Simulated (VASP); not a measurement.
# SnSe (Pnma) in VASP: notebook

The runs below take SnSe through relaxation of cell and atoms, with PBE+D3(BJ).

All numbers are computed with VASP 6.6.1; they aren't measurements. Logs are shortened: lines on timing, memory, paths and dates and some standing lists are left out, and cuts for length are marked.

## 1. The cell of the first run

Symmetry: Pnma, No. 62, orthorhombic system. Conventional cell: a = 11.420 Å, b = 4.190 Å, c = 4.460 Å, α = 90.00°, β = 90.00°, γ = 90.00°. Within 3.6 Å of Sn (site symmetry m) lie 6 Se at 2.69 to 3.51 Å and 2 Sn at 3.60 Å. Within 3.6 Å of Se (site symmetry m) lie 6 Sn at 2.69 to 3.51 Å.

## 2. Relaxation of cell and atoms, PBE+D3(BJ)

File INCAR:

```
PREC     = Accurate       # precision mode
ENCUT    = 600            # plane-wave cutoff, eV
EDIFF    = 1E-6           # SCF threshold, eV
ISMEAR   = 0              # smearing method
SIGMA    = 0.03           # smearing width, eV
LREAL    = False          # projectors in reciprocal space
LASPH    = True           # aspherical terms in the spheres
NELM     = 80             # most SCF steps
ALGO     = Normal         # electronic algorithm
ISIF     = 3              # what is computed and relaxed
LWAVE    = False          # write WAVECAR
LCHARG   = False          # write CHGCAR
GGA      = PE             # functional
IVDW     = 12             # dispersion correction
IBRION   = 2              # ionic algorithm
NSW      = 90             # ionic steps
EDIFFG   = -0.01          # ionic threshold
KPAR     = 2
```

File KPOINTS:

```
regular mesh
0
Gamma
  4 8 8
```

File POSCAR:

```
SnSe
1.0
   11.4200000000      0.0000000000      0.0000000000
    0.0000000000      4.1900000000      0.0000000000
    0.0000000000      0.0000000000      4.4600000000
Sn Se
4 4
Direct
    0.1230000000      0.2500000000      0.0910000000
    0.3770000000      0.7500000000      0.5910000000
    0.6230000000      0.2500000000      0.4090000000
    0.8770000000      0.7500000000      0.9090000000
    0.3570000000      0.2500000000      0.0160000000
    0.1430000000      0.7500000000      0.5160000000
    0.8570000000      0.2500000000      0.4840000000
    0.6430000000      0.7500000000      0.9840000000
```

Potentials or basis: VASP PAW PBE potentials, release 64 (Sn_d, Se).

Run with:

```
$ cat potpaw_PBE.64/Sn_d/POTCAR potpaw_PBE.64/Se/POTCAR > POTCAR
$ mpirun -np 2 vasp_std > vasp.out
```

OUTCAR:

```text
PREC = Accurate
   ENCUT = 600
   EDIFF = 1E-6
   ISMEAR = 0
   LREAL = False
   LASPH = True
   NELM = 80
   ISIF = 3
   GGA = PE
   IVDW = 12
   IBRION = 2
   NSW = 90
   EDIFFG = -0.01
 IVDW          = 12

 ion  position               nearest neighbor table
   1  0.123  0.250  0.091-   5 2.69   6 2.83   6 2.83   4 3.60   4 3.60
   2  0.377  0.750  0.591-   6 2.69   5 2.83   5 2.83   3 3.60   3 3.60
   3  0.623  0.250  0.409-   7 2.69   8 2.83   8 2.83   2 3.60   2 3.60
   4  0.877  0.750  0.909-   8 2.69   7 2.83   7 2.83   1 3.60   1 3.60
   5  0.357  0.250  0.016-   1 2.69   2 2.83   2 2.83
   6  0.143  0.750  0.516-   2 2.69   1 2.83   1 2.83
   7  0.857  0.250  0.484-   3 2.69   4 2.83   4 2.83
   8  0.643  0.750  0.984-   4 2.69   3 2.83   3 2.83

  LATTYP: Found a simple orthorhombic cell.
 ALAT       =     4.1900000000
 B/A-ratio  =     1.0644391408
 C/A-ratio  =     2.7255369928

  Lattice vectors:

 A1 = (   0.0000000000,   4.1900000000,   0.0000000000)
 A2 = (   0.0000000000,   0.0000000000,   4.4600000000)
 A3 = (  11.4200000000,   0.0000000000,   0.0000000000)

Analysis of symmetry for initial positions (statically):
=====================================================================
 Subroutine PRICEL returns:
 Original cell was already a primitive cell.

 Routine SETGRP: Setting up the symmetry group for a
 simple orthorhombic supercell.

 Subroutine GETGRP returns: Found  8 space group operations
 (whereof  2 operations were pure point group operations)
 out of a pool of  8 trial point group operations.

The static configuration has the point symmetry S_2 .
 The point group associated with its full space group is D_2h.

Analysis of symmetry for dynamics (positions and initial velocities):
=====================================================================
 Subroutine PRICEL returns:
 Original cell was already a primitive cell.

 Routine SETGRP: Setting up the symmetry group for a
 simple orthorhombic supercell.

 Subroutine GETGRP returns: Found  8 space group operations
 (whereof  2 operations were pure point group operations)
 out of a pool of  8 trial point group operations.

The dynamic configuration has the point symmetry S_2 .
 The point group associated with its full space group is D_2h.

 Subroutine INISYM returns: Found  8 space group operations
 (whereof  2 operations are pure point group operations),
 and found     1 'primitive' translations

----------------------------------------------------------------------------------------

                                     Primitive cell

  volume of cell :     213.4101

  direct lattice vectors                    reciprocal lattice vectors
    11.420000000  0.000000000  0.000000000     0.087565674  0.000000000  0.000000000
     0.000000000  4.190000000  0.000000000     0.000000000  0.238663484  0.000000000
     0.000000000  0.000000000  4.460000000     0.000000000  0.000000000  0.224215247

  length of vectors
    11.420000000  4.190000000  4.460000000     0.087565674  0.238663484  0.224215247

  position of ions in fractional coordinates (direct lattice)
     0.123000000  0.250000000  0.091000000
     0.377000000  0.750000000  0.591000000
     0.623000000  0.250000000  0.409000000
     0.877000000  0.750000000  0.909000000
     0.357000000  0.250000000  0.016000000
     0.143000000  0.750000000  0.516000000
     0.857000000  0.250000000  0.484000000
     0.643000000  0.750000000  0.984000000

  ion indices of the primitive-cell ions
   primitive index   ion index
                 1           1
                 2           2
                 3           3
                 4           4
                 5           5
                 6           6
                 7           7
                 8           8

----------------------------------------------------------------------------------------

 KPOINTS: regular mesh

Automatic generation of k-mesh.
 Grid dimensions read from file:
 generate k-points for:    4    8    8

 Generating k-lattice:

  Cartesian coordinates                     Fractional coordinates (reciprocal lattice)
     0.021891419  0.000000000  0.000000000     0.250000000  0.000000000  0.000000000
     0.000000000  0.029832936  0.000000000     0.000000000  0.125000000  0.000000000
     0.000000000  0.000000000  0.028026906     0.000000000  0.000000000  0.125000000

  Length of vectors
     0.021891419  0.029832936  0.028026906

  Shift w.r.t. Gamma in fractional coordinates (k-lattice)
     0.000000000  0.000000000  0.000000000

 Subroutine IBZKPT returns following result:
 ===========================================

 Found     75 irreducible k-points:

 Following reciprocal coordinates:
            Coordinates               Weight
  0.000000  0.000000  0.000000      1.000000
  0.250000  0.000000  0.000000      2.000000
  0.500000  0.000000  0.000000      1.000000
  0.000000  0.125000  0.000000      2.000000
  0.250000  0.125000  0.000000      4.000000
[... 24 lines left out ...]
   LREAL  =      F    real-space projection
   EDIFFG = -.1E-01   stopping-criterion for IOM
   NSW    =     90    number of steps for IOM
   IBRION =      2    ionic relax: 0-MD 1-quasi-New 2-CG
   NFREE  =      1    steps in history (QN), initial steepest desc. (CG)
   ISIF   =      3    stress and relaxation
   ISYM   =      2    0-nonsym 1-usesym 2-fastsym
   POTIM  = 0.5000    time-step for ionic-motion
   TEBEG  =    0.0;   TEEND  =   0.0 temperature during run
   PSTRESS=    0.0 pullay stress
   NELECT =      80.0000    total number of electrons
   NUPDOWN=      -1.0000    fix difference up-down
   EMIN   =  10.00;   EMAX   =-10.00  energy-range for DOS
   EFERMI =   0.00;   METHOD = LEGACY
   ISMEAR =     0;   SIGMA  =   0.03  broadening in eV -4-tet -1-fermi 0-gaus
   EFERMI_NEDOS =   21; number of points for ismear=-14 and -15
   IALGO  =     38    algorithm
   IMIX   =      4    mixing-type and parameters
     AMIX     =   0.40;   BMIX     =  1.00
     AMIX_MAG =   1.60;   BMIX_MAG =  1.00
  volume/ion in A,a.u.               =      26.68       180.02
  Fermi-wavevector in a.u.,A,eV,Ry     =   1.180411  2.230653 18.957944  1.393370
  Thomas-Fermi vector in A             =   2.316704
   LORBIT       =      0    0 simple, 1 ext, 2 COOP (PROOUT), +10 PAW based schemes
   GGA     = PE    functional components
   LHFCALC =     F    Hartree Fock is set to
   AEXX    =    0.0000 exact exchange contribution
   IVDW    =    12    specifies the selected vdW correction
   LEPSILON=     F    determine dielectric tensor
   LRPA    =     F    only Hartree local field effects (RPA)
 conjugate gradient relaxation of ions
 non-spin polarized calculation
 Gauss-broadening in eV      SIGMA  =   0.03
  energy-cutoff  :      600.00
  volume of cell :      213.41
 maximum number of plane-waves:      7156
 NGX is ok and might be reduce to    96
   NGX = 45   NGY = 17   NGZ = 17

--------------------------------------- Ionic step        1  -------------------------------------------

 number of electron      79.9999997 magnetization

 Free energy of the ion-electron system (eV)
  ---------------------------------------------------
  ext. energy  EPLUGINS =         0.00000000
  ---------------------------------------------------
  free energy    TOTEN  =       -32.77518741 eV

  energy without entropy =      -32.77518741  energy(sigma->0) =      -32.77518741

------------------------ aborting loop because EDIFF is reached ----------------------------------------

 Edisp (eV)   -2.89966

 E8    (eV) :    -1.3085

  FORCE on cell =-STRESS in cart. coord.  units (eV):
  Direction    XX          YY          ZZ          XY          YZ          ZX
  --------------------------------------------------------------------------------------
  -------------------------------------------------------------------------------------
  Total       2.74169    -0.76484    -1.03115     0.00000     0.00000     0.00000
  in kB      20.58326    -5.74203    -7.74133     0.00000     0.00000     0.00000
  external pressure =        2.37 kB  Pullay stress =        0.00 kB
[... 115 lines left out ...]
  FREE ENERGIE OF THE ION-ELECTRON SYSTEM (eV)
  ---------------------------------------------------
  free  energy   TOTEN  =       -35.7136809393 eV

  energy  without entropy=      -35.7136809393  energy(sigma->0) =      -35.71368094

[... ionic steps 4 to 15 ...]

--------------------------------------- Ionic step       16  -------------------------------------------

 number of electron      79.9999992 magnetization

------------------------ aborting loop because EDIFF is reached ----------------------------------------

 Edisp (eV)   -2.94890

 E8    (eV) :    -1.3302
[... 81 lines left out ...]
  energy  without entropy=      -35.7313834522  energy(sigma->0) =      -35.73138345

--------------------------------------- Ionic step       18  -------------------------------------------

 number of electron      79.9999990 magnetization

 Free energy of the ion-electron system (eV)
  ---------------------------------------------------
  ext. energy  EPLUGINS =         0.00000000
  ---------------------------------------------------
  free energy    TOTEN  =       -32.78205655 eV

  energy without entropy =      -32.78205655  energy(sigma->0) =      -32.78205655

 E-fermi :   5.8380     XC(G=0):  -9.7976

 val. band max:        5.6631496590   @ k =   0.0000   0.0000   0.3750
 cond. band min:       6.1881017872   @ k =   0.0000   0.0000   0.0000
 fundamental gap:      0.5249521282
 Fermi energy:         5.8380237367

 k-point     1 :       0.0000    0.0000    0.0000
  band No.  band energies     occupation
      1     -15.7329      2.00000
      2     -15.7228      2.00000
      3     -15.7193      2.00000
      4     -15.7179      2.00000
      5     -15.7159      2.00000
      6     -15.7122      2.00000
[... 1213 lines left out ...]
     47       8.9227      0.00000
     48       8.9227      0.00000

 [... further k-points ...]

------------------------ aborting loop because EDIFF is reached ----------------------------------------

 Edisp (eV)   -2.94938

 E8    (eV) :    -1.3304

  FORCE on cell =-STRESS in cart. coord.  units (eV):
  Direction    XX          YY          ZZ          XY          YZ          ZX
  --------------------------------------------------------------------------------------
  -------------------------------------------------------------------------------------
  Total       0.00297    -0.03843    -0.01126     0.00000    -0.00000     0.00000
  in kB       0.02266    -0.29341    -0.08597     0.00000    -0.00000     0.00000
  external pressure =       -0.12 kB  Pullay stress =        0.00 kB
[... 23 lines left out ...]
  FREE ENERGIE OF THE ION-ELECTRON SYSTEM (eV)
  ---------------------------------------------------
  free  energy   TOTEN  =       -35.7314363437 eV

  energy  without entropy=      -35.7314363437  energy(sigma->0) =      -35.73143634

 reached required accuracy - stopping structural energy minimisation
```

Run time: 32 min. Hardware: 2 MPI ranks of Intel Xeon 6975P-C (Granite Rapids), shared host; peak memory 0.88 GiB.

Results:

```yaml
Free_energy: -35.7314 eV
Relaxed_volume: 26.23 Å³/atom
Relaxed_cell: a = 11.495 Å, b = 4.177 Å, c = 4.370 Å, α = 90.00°, β = 90.00°, γ = 90.00°
Space_group_after_relaxing_to_0.1_Å: Pnma (No. 62)
Energy_gained_by_relaxing: 7.1 meV/atom
Ionic_steps: 18
Pressure_after_relaxing: 0.0 GPa
Largest_force_after_relaxing: 0.009 eV/Å
Band_gap_on_the_k_mesh: 0.53 eV (least direct gap 0.81 eV)
Dispersion_energy_per_atom: -0.369 eV
```

Forces in eV/Å, atoms in the order of the input:
```
Sn  -0.007  0.000  0.006
Sn   0.007  0.000  0.006
Sn  -0.007  0.000 -0.006
Sn   0.007  0.000 -0.006
Se   0.001  0.000  0.002
Se  -0.001  0.000  0.002
Se   0.001  0.000 -0.002
Se  -0.001  0.000 -0.002
```

Step by step:
| step | energy change (eV) | largest force (eV/Å) | pressure (GPa) | volume (Å³) |
| --- | --- | --- | --- | --- |
| 1 | 0.0000 | 0.3326 | 0.24 | 213.41 |
| 2 | -0.0384 | 0.0662 | -0.48 | 214.60 |
| 3 | -0.0388 | 0.0889 | -0.43 | 214.48 |
| 4 | -0.0446 | 0.1063 | -0.05 | 212.42 |
| 5 | -0.0459 | 0.1207 | 0.23 | 210.93 |
| 6 | -0.0504 | 0.0911 | 0.19 | 210.47 |
| 7 | -0.0554 | 0.0199 | 0.08 | 209.10 |
| 8 | -0.0555 | 0.0183 | 0.08 | 209.27 |
| 9 | -0.0559 | 0.0287 | -0.01 | 209.72 |
| 10 | -0.0559 | 0.0332 | -0.07 | 209.91 |
| 11 | -0.0559 | 0.0314 | -0.05 | 209.84 |
| 12 | -0.0562 | 0.0247 | -0.04 | 209.83 |
| 13 | -0.0564 | 0.0174 | -0.01 | 209.83 |
| 14 | -0.0563 | 0.0160 | 0.04 | 209.82 |
| 15 | -0.0564 | 0.0144 | 0.01 | 209.83 |
| 16 | -0.0565 | 0.0110 | -0.01 | 209.88 |
| 17 | -0.0565 | 0.0102 | -0.01 | 209.88 |
| 18 | -0.0566 | 0.0091 | -0.01 | 209.84 |

Final structure:
```
Sn Se
1.0
    11.49512    0.00000    0.00000
     0.00000    4.17702    0.00000
     0.00000    0.00000    4.37037
Sn Se
4 4
Direct
  0.11835 0.25000 0.08923
  0.38165 0.75000 0.58923
  0.61835 0.25000 0.41077
  0.88165 0.75000 0.91077
  0.35732 0.25000 0.02052
  0.14268 0.75000 0.52052
  0.85732 0.25000 0.47948
  0.64268 0.75000 0.97948
```

Levels at points of the mesh, in eV from the valence-band top:
| k point | band 36 | band 37 | band 38 | band 39 | band 40 | band 41 | band 42 | band 43 | band 44 | band 45 |
| --- | --- | --- | --- | --- | --- | --- | --- | --- | --- | --- |
| (0.00, 0.00, 0.00) | -1.87 | -1.64 | -1.34 | -0.73 | -0.59 | 0.53 | 3.00 | 3.15 | 3.17 | 3.37 |
| (0.50, 0.00, 0.00) | -2.17 | -1.94 | -1.94 | -0.61 | -0.61 | 2.55 | 2.55 | 2.79 | 2.79 | 3.78 |
| (0.00, 0.50, 0.00) | -1.65 | -1.02 | -1.02 | -0.63 | -0.63 | 0.92 | 0.92 | 1.39 | 1.39 | 1.65 |
| (0.50, 0.50, 0.00) | -2.07 | -0.91 | -0.91 | -0.91 | -0.91 | 1.41 | 1.41 | 1.41 | 1.41 | 2.04 |
| (0.00, 0.00, 0.50) | -1.44 | -0.78 | -0.78 | -0.27 | -0.27 | 1.21 | 1.21 | 1.41 | 1.41 | 1.58 |
| (0.50, 0.00, 0.50) | -1.74 | -0.46 | -0.46 | -0.24 | -0.24 | 1.15 | 1.15 | 1.47 | 1.47 | 1.59 |
| (0.00, 0.50, 0.50) | -3.28 | -2.34 | -2.34 | -1.56 | -1.56 | 2.62 | 2.62 | 3.00 | 3.00 | 4.68 |
| (0.50, 0.50, 0.50) | -3.88 | -1.62 | -1.62 | -1.62 | -1.62 | 2.40 | 2.40 | 2.40 | 2.40 | 4.89 |

Caveat: spin-orbit coupling is left out, which moves the levels of the heavy elements. A k mesh can miss the band edges.

## 3. Relaxation of cell and atoms, PBE+D3(BJ)

This run uses another cell than the first one, of 26.23 Å³/atom.

INCAR: that of step 2 with these lines changed.

```diff
@@ -2,3 +2,3 @@
 ENCUT    = 600            # plane-wave cutoff, eV
-EDIFF    = 1E-6           # SCF threshold, eV
+EDIFF    = 1E-7           # SCF threshold, eV
 ISMEAR   = 0              # smearing method
@@ -16,3 +16,3 @@
 NSW      = 90             # ionic steps
-EDIFFG   = -0.01          # ionic threshold
+EDIFFG   = -0.005         # ionic threshold
 KPAR     = 2
```

KPOINTS is that of step 2.

File POSCAR:

```
SnSe                                    
1.0
   11.4951242997      0.0000000000      0.0000000000
    0.0000000000      4.1770248358     -0.0000000000
    0.0000000000     -0.0000000000      4.3703652297
  Sn              Se            
     4     4
Direct
     0.1183530229146526    0.2500000000000000    0.0892348999778624
     0.3816469770853473    0.7500000000000000    0.5892348999778624
     0.6183530229146527    0.2500000000000000    0.4107651000221376
     0.8816469770853473    0.7500000000000000    0.9107651000221376
     0.3573219298020119    0.2500000000000000    0.0205160840254089
     0.1426780701979882    0.7500000000000000    0.5205160840254089
     0.8573219298020118    0.2500000000000000    0.4794839159745911
     0.6426780701979882    0.7500000000000000    0.9794839159745911
```

Potentials or basis: VASP PAW PBE potentials, release 64 (Sn_d, Se).

Run with:

```
$ cat potpaw_PBE.64/Sn_d/POTCAR potpaw_PBE.64/Se/POTCAR > POTCAR
$ mpirun -np 2 vasp_std > vasp.out
```

Wall time 46 min (2 MPI ranks of Intel Xeon 6975P-C (Granite Rapids), shared host); peak memory 0.86 GiB.

The run converged. Its results:

| Item | Value |
| --- | --- |
| Free energy | -35.7316 eV |
| Relaxed volume | 26.24 Å³/atom |
| Relaxed cell | a = 11.486 Å, b = 4.172 Å, c = 4.380 Å, α = 90.00°, β = 90.00°, γ = 90.00° |
| Space group after relaxing (to 0.1 Å) | Pnma (No. 62) |
| Energy gained by relaxing | 0.0 meV/atom |
| Ionic steps | 20 |
| Pressure after relaxing | 0.0 GPa |
| Largest force after relaxing | 0.004 eV/Å |
| Band gap on the k mesh | 0.54 eV (least direct gap 0.82 eV) |
| Dispersion energy per atom | -0.369 eV |

Forces on the atoms (eV/Å):
```
Sn   0.003  0.000  0.001
Sn  -0.003  0.000  0.001
Sn   0.003  0.000 -0.001
Sn  -0.003  0.000 -0.001
Se   0.002  0.000  0.002
Se  -0.002  0.000  0.002
Se   0.002  0.000 -0.002
Se  -0.002  0.000 -0.002
```

Step by step:
| step | energy change (eV) | largest force (eV/Å) | pressure (GPa) | volume (Å³) |
| --- | --- | --- | --- | --- |
| 1 | 0.0000 | 0.0091 | -0.01 | 209.84 |
| 2 | 0.0000 | 0.0076 | 0.00 | 209.78 |
| 3 | 0.0000 | 0.0065 | 0.02 | 209.72 |
| 4 | 0.0000 | 0.0060 | 0.01 | 209.73 |
| 5 | -0.0001 | 0.0061 | -0.01 | 209.77 |
| 6 | -0.0001 | 0.0136 | -0.04 | 209.84 |
| 7 | -0.0001 | 0.0103 | -0.03 | 209.81 |
| 8 | -0.0001 | 0.0103 | -0.03 | 209.80 |
| 9 | -0.0001 | 0.0104 | -0.02 | 209.76 |
| 10 | -0.0002 | 0.0107 | -0.01 | 209.69 |
| 11 | -0.0002 | 0.0113 | 0.02 | 209.54 |
| 12 | -0.0002 | 0.0111 | 0.01 | 209.62 |
| 13 | -0.0002 | 0.0101 | 0.02 | 209.62 |
| 14 | -0.0003 | 0.0082 | 0.02 | 209.65 |
| 15 | -0.0003 | 0.0051 | 0.03 | 209.69 |
| 16 | -0.0003 | 0.0050 | 0.03 | 209.71 |
| 17 | -0.0003 | 0.0081 | -0.03 | 209.99 |
| 18 | -0.0003 | 0.0065 | -0.01 | 209.87 |
| 19 | -0.0003 | 0.0067 | -0.01 | 209.88 |
| 20 | -0.0004 | 0.0036 | -0.01 | 209.89 |

Final structure:
```xyz
8
Lattice="11.4865 0.0000 0.0000 0.0000 4.1722 0.0000 0.0000 0.0000 4.3797" Properties=species:S:1:pos:R:3 pbc="T T T"
Sn    1.3512    1.0431    0.4080
Sn    4.3921    3.1292    2.5979
Sn    7.0944    1.0431    1.7818
Sn   10.1353    3.1292    3.9716
Se    4.1010    1.0431    0.0964
Se    1.6423    3.1292    2.2863
Se    9.8442    1.0431    2.0934
Se    7.3855    3.1292    4.2832
```

Levels at points of the mesh, in eV from the valence-band top:
| k point | band 36 | band 37 | band 38 | band 39 | band 40 | band 41 | band 42 | band 43 | band 44 | band 45 |
| --- | --- | --- | --- | --- | --- | --- | --- | --- | --- | --- |
| (0.00, 0.00, 0.00) | -1.87 | -1.62 | -1.31 | -0.72 | -0.58 | 0.54 | 2.97 | 3.14 | 3.16 | 3.35 |
| (0.50, 0.00, 0.00) | -2.17 | -1.92 | -1.92 | -0.59 | -0.59 | 2.56 | 2.56 | 2.78 | 2.78 | 3.77 |
| (0.00, 0.50, 0.00) | -1.66 | -1.00 | -1.00 | -0.66 | -0.66 | 0.94 | 0.94 | 1.39 | 1.39 | 1.66 |
| (0.50, 0.50, 0.00) | -2.07 | -0.92 | -0.92 | -0.92 | -0.92 | 1.42 | 1.42 | 1.42 | 1.42 | 2.07 |
| (0.00, 0.00, 0.50) | -1.42 | -0.78 | -0.78 | -0.26 | -0.26 | 1.22 | 1.22 | 1.44 | 1.44 | 1.61 |
| (0.50, 0.00, 0.50) | -1.74 | -0.46 | -0.46 | -0.23 | -0.23 | 1.15 | 1.15 | 1.49 | 1.49 | 1.62 |
| (0.00, 0.50, 0.50) | -3.25 | -2.35 | -2.35 | -1.53 | -1.53 | 2.60 | 2.60 | 3.01 | 3.01 | 4.65 |
| (0.50, 0.50, 0.50) | -3.86 | -1.60 | -1.60 | -1.60 | -1.60 | 2.40 | 2.40 | 2.40 | 2.40 | 4.88 |

Caveat: spin-orbit coupling is left out, which moves the levels of the heavy elements. A k mesh can miss the band edges.
